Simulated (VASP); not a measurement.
## TiH: relaxation of cell and atoms with PBEsol

TiH:

```
Ti H
1.0
     0.00000    2.23500    2.23500
     2.23500    0.00000    2.23500
     2.23500    2.23500    0.00000
Ti H
1 1
Cartesian
  0.0000 0.0000 0.0000
  1.1175 1.1175 1.1175
```

* Program: VASP 6.6.1
* Task: relaxation of cell and atoms
* Functional: PBEsol
* Potentials or basis: VASP PAW PBE potentials, release 64 (Ti_sv, H)
* Cutoff: 500 eV
* k mesh: 17 × 17 × 17
* Occupations: fermi-dirac, width 0.1 eV
* Spin: no spin polarisation
* Dipole correction: no
* Further INCAR settings: ALGO = Normal; EDIFF = 1e-07; IBRION = 2; EDIFFG = -0.01; NSW = 80; ISIF = 3

The relaxed volume is 9.89 Å³/atom. The relaxed cell is a = 3.036 Å, b = 3.036 Å, c = 3.036 Å, α = 60.00°, β = 60.00°, γ = 60.00°. The space group after relaxing (to 0.1 Å) is F-43m (No. 216), the energy gained by relaxing is 56.1 meV/atom and the ionic steps are 3. The pressure after relaxing is 0.0 GPa. The band gap on the k mesh is zero (an odd number of electrons rules out a gap without spin polarisation).

The path:
```
step  energy change (eV)  largest force (eV/Å)  pressure (GPa)  volume (Å³)
   1              0.0000                0.0000          -12.82        22.33
   2             -0.1111                0.0000            1.54        19.57
   3             -0.1121                0.0000            0.04        19.78
```

Final structure:
```
Ti H
1.0
     0.00000    2.14657    2.14657
     2.14657    0.00000    2.14657
     2.14657    2.14657    0.00000
Ti H
1 1
Direct
  0.00000 0.00000 0.00000
  0.25000 0.25000 0.25000
```

Levels at points of the mesh, in eV from the Fermi level:
```tsv
k point	band 3	band 4	band 5	band 6	band 7	band 8	band 9	band 10
(0.00, 0.00, 0.00)	-32.70	-32.70	-8.70	0.46	0.46	0.46	2.13	2.13
```

It took 62 s on 1 thread of Intel(R) Xeon(R) Platinum 8488C (Sapphire Rapids) (shared host), peak memory 0.18 GiB.

Caveat: the PAW data sets were made with another functional, which shifts forces and pressure a little.
